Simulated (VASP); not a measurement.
Set up this calculation in VASP 6.6.1, as the native input.

- Task: single point
- Functional: PBE
- Potentials or basis: VASP PAW PBE potentials, release 64 (Mo_sv, Sb)
- Cutoff: 520 eV
- k mesh: 10 × 10 × 6
- Occupations: gaussian, width 0.05 eV
- Spin: no spin polarisation
- Dipole correction: no
- Further INCAR settings: ALGO = Normal; EDIFF = 1e-06; NBANDS = 27

The structure of SbMo lies in POSCAR:

```
SbMo
1.0
    4.3961552872      0.0000000000      0.0000000000
   -2.1980776436      3.8071821577      0.0000000000
    0.0000000000      0.0000000000      5.2659090422
Mo Sb
2 2
Direct
    0.0000000000      0.0000000000      0.0000000000
    0.0000000000      0.0000000000      0.5000000000
    0.3333333333      0.6666666667      0.2500000000
    0.6666666667      0.3333333333      0.7500000000
```

This cell differs from its parent crystal: volume scaled by 1.020.

These files were run (other wordings do the same):

INCAR

```
PREC = Accurate
ENCUT = 520
EDIFF = 1E-6
ISMEAR = 0
SIGMA = 0.05
LREAL = F
LASPH = T
NELM = 80
ALGO = Normal
ISIF = 2
LWAVE = F
LCHARG = F
GGA = PE
NBANDS = 27
```

KPOINTS

```
Automatic mesh
0
Gamma
  10 10 6
```

Potentials or basis: VASP PAW PBE potentials, release 64 (Mo_sv, Sb).

The run is started by

```console
$ cat potpaw_PBE.64/Mo_sv/POTCAR potpaw_PBE.64/Sb/POTCAR > POTCAR
$ mpirun -np 1 vasp_std > vasp.out
```

It gave:

```json
{"Pressure": "-2.4 GPa", "Band gap on the k mesh": "zero (band 19 reaches 9.77 eV, above the bottom of band 20 at 8.36 eV)"}
```

Caveat: spin-orbit coupling is left out, which moves the levels of the heavy elements.

Wall time 3.4 min on 1 thread of AMD EPYC 7R43 64-Core Processor (Zen 3), on a shared host, peak memory 0.24 GiB.
